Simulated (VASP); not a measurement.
The system is LaB6.

```
La B
1.0
     4.15700    0.00000    0.00000
     0.00000    4.15700    0.00000
     0.00000    0.00000    4.15700
La B
1 6
Cartesian
  0.0000 0.0000 0.0000
  0.8210 2.0785 2.0785
  2.0785 0.8210 2.0785
  3.3360 2.0785 2.0785
  2.0785 3.3360 2.0785
  2.0785 2.0785 0.8210
  2.0785 2.0785 3.3360
```

| Property | Result |
| --- | --- |
| Program | VASP 6.6.1 |
| Task | relaxation of cell and atoms |
| Functional | PBEsol |
| Potentials or basis | VASP PAW PBE potentials, release 64 (La, B) |
| Cutoff | 600 eV |
| k mesh | 8 × 8 × 8 |
| Occupations | fermi-dirac, width 0.1 eV |
| Spin | no spin polarisation |

At the start: pressure -3.7 GPa; volume 10.26 Å³/atom.

Problem. How do energy, volume and symmetry change on relaxing?

Solution. Over 6 steps the energy falls by 4.5 meV/atom and the volume is 10.07 Å³/atom (-1.9 %); space group Pm-3m (No. 221, to 0.1 Å) before and after.

Step by step:
```
step  energy change (eV)  largest force (eV/Å)  pressure (GPa)  volume (Å³)
   1              0.0000                0.6094           -3.71        71.84
   2              0.0725                1.4618            4.34        69.39
   3             -0.0297                0.0856           -1.14        70.96
   4             -0.0297                0.0999           -1.09        70.94
   5             -0.0312                0.0494            0.65        70.21
   6             -0.0318                0.0054            0.03        70.47
```

Final structure:
```
CELL_PARAMETERS angstrom
4.13056 0.00000 0.00000
0.00000 4.13056 0.00000
0.00000 0.00000 4.13056
ATOMIC_POSITIONS crystal
La 0.00000 0.00000 0.00000
B 0.19958 0.50000 0.50000
B 0.50000 0.19958 0.50000
B 0.80043 0.50000 0.50000
B 0.50000 0.80043 0.50000
B 0.50000 0.50000 0.19958
B 0.50000 0.50000 0.80043
```

Caveat: the PAW data sets were made with another functional, which shifts forces and pressure a little; an odd number of electrons without spin polarisation forces a metal; a magnetic or distorted state may lie lower.
